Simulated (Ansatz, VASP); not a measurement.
## One calculation of Sn3Se, two programs

The input INCAR:

```
SYSTEM = Sn3Se
PREC = Accurate
ENCUT = 520
EDIFF = 1E-6
ISMEAR = 0
SIGMA = 0.15
LREAL = .FALSE.
LASPH = .TRUE.
NELM = 60
ALGO = Normal
ISIF = 2
LWAVE = .FALSE.
LCHARG = .TRUE.
GGA = PS
LELF = .TRUE.
LVHAR = .TRUE.
NBANDS = 32
```

File KPOINTS:

```
regular mesh
0
G
  12 12 12
  0 0 0
```

Contents of POSCAR:

```
Sn3Se
1.0
    0.0000000000      3.6581854746      3.3838215640
    3.6581854746      0.0000000000      3.3838215640
    3.6581854746      3.6581854746      0.0000000000
Sn Se
3 1
Direct
    0.2500000000      0.2500000000      0.2500000000
    0.7500000000      0.7500000000      0.7500000000
    0.5000000000      0.5000000000      0.5000000000
    0.0000000000      0.0000000000      0.0000000000
```

Input for Ansatz:

```yaml
crystal:
  lattice:
    - [0.0, 3.6581854746, 3.383821564]
    - [3.6581854746, 0.0, 3.383821564]
    - [3.6581854746, 3.6581854746, 0.0]
  atoms:
    - { symbol: Sn, position: [0.25, 0.25, 0.25] }
    - { symbol: Sn, position: [0.75, 0.75, 0.75] }
    - { symbol: Sn, position: [0.5, 0.5, 0.5] }
    - { symbol: Se, position: [0.0, 0.0, 0.0] }
basis:
  ecutwfc: 420
kpoints:
  mp_grid: { grid: [12, 12, 12] }
hamiltonian:
  xc: pbesol
scf:
  occupations: { method: gaussian, width: 0.15 }
output:
  forces: true
  stress: true
  eigenvalues: true
```

Change from the starting cell: strain -0.0750 x Voigt [0, 0, 1, 0, 0, 0], atoms carried along.

Alike in both runs: task single point; functional PBEsol; k mesh 12 × 12 × 12; occupations gaussian, width 0.15 eV; no spin polarisation.

|  | VASP | Ansatz |
| --- | --- | --- |
| version | VASP 6.6.1 | Ansatz 0.2.0 |
| potentials or method | VASP PAW PBE potentials, release 64 (Sn_d, Se), cutoff 520 eV | scalar-relativistic, plane waves, PAW |
| valence electrons in the cell | 48 | 58 |

|  | VASP | Ansatz | Ansatz less VASP |
| --- | --- | --- | --- |
| gap on the k mesh at the Fermi level (eV) | none | none | - |
| pressure (GPa) | 6.0 | 6.0 | -0.02 |
| traceless stress, the component that is largest in VASP (GPa) | -0.08 | -0.08 | -0.003 |

VASP's potentials were made for PBE, not for PBEsol. A gap of «none» marks a metal or a gap that the smearing closes. With one functional, cell and mesh, what is left measures potentials, basis and numerics. VASP's potentials hold 48 valence electrons a cell and Ansatz's 58, so a difference there can come from the potentials and not from the codes.
